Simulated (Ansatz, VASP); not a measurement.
# W: VASP beside Ansatz

The input INCAR:

```
PREC = Accurate
ENCUT = 520
EDIFF = 1E-6
ISMEAR = -1
SIGMA = 0.1
LREAL = False
LASPH = True
NELM = 60
ALGO = Normal
ISIF = 2
LWAVE = False
LCHARG = False
GGA = PS
NBANDS = 21
```

Contents of KPOINTS:

```
Automatic mesh
0
Gamma
  15 15 7
```

The input POSCAR:

```
W
1.0
    2.7156627012      0.0000000000      0.0000000000
   -1.3578313506      2.3518328874      0.0000000000
    0.0000000000      0.0000000000      4.8261728661
W
2
Direct
    0.3333333333      0.6666666667      0.2500000000
    0.6666666667      0.3333333333      0.7500000000
```

Input for Ansatz:

```yaml
crystal:
  lattice:
    - [2.7156627012, 0.0, 0.0]
    - [-1.3578313506, 2.3518328874, 0.0]
    - [0.0, 0.0, 4.8261728661]
  atoms:
    - { symbol: W, position: [0.3333333333, 0.6666666667, 0.25] }
    - { symbol: W, position: [0.6666666667, 0.3333333333, 0.75] }
hamiltonian:
  xc: pbesol
  pseudopotentials:
    kind: paw
    azcp:
      W: "pseudopotentials/W.paw.azcp"
basis:
  ecutwfc: 420
  fft_grid_basis: typed
kpoints:
  mp_grid: { grid: [15, 15, 7], shift: [0, 0, 0] }
magnetization:
  spin_polarized: false
scf:
  occupations: { method: fermi_dirac, width: 0.1 }
  lower_state_search: "off"
output:
  stress: true
  write_density: true
  write_potential: true
  elf: true
  volumetric_format: npy
```

Alike in both runs: task single point; functional PBEsol; k mesh 15 × 15 × 7; occupations fermi-dirac, width 0.1 eV; no spin polarisation.

|  | VASP | Ansatz |
| --- | --- | --- |
| version | VASP 6.6.1 | Ansatz 0.2.0 |
| potentials or method | VASP PAW PBE potentials, release 64 (W_sv), cutoff 520 eV | plane waves (420 eV) with PAW, scalar-relativistic |
| valence electrons in the cell | 28 | 28 |

```tsv
	VASP	Ansatz	Ansatz less VASP
pressure (GPa)	13.9	13.1	-0.81
traceless stress, the component that is largest in VASP (GPa)	-2.17	-2.00	+0.170
```

VASP's potentials were made for PBE, not for PBEsol, and Ansatz warns of the same on its side.

Neither program's run includes spin-orbit coupling.
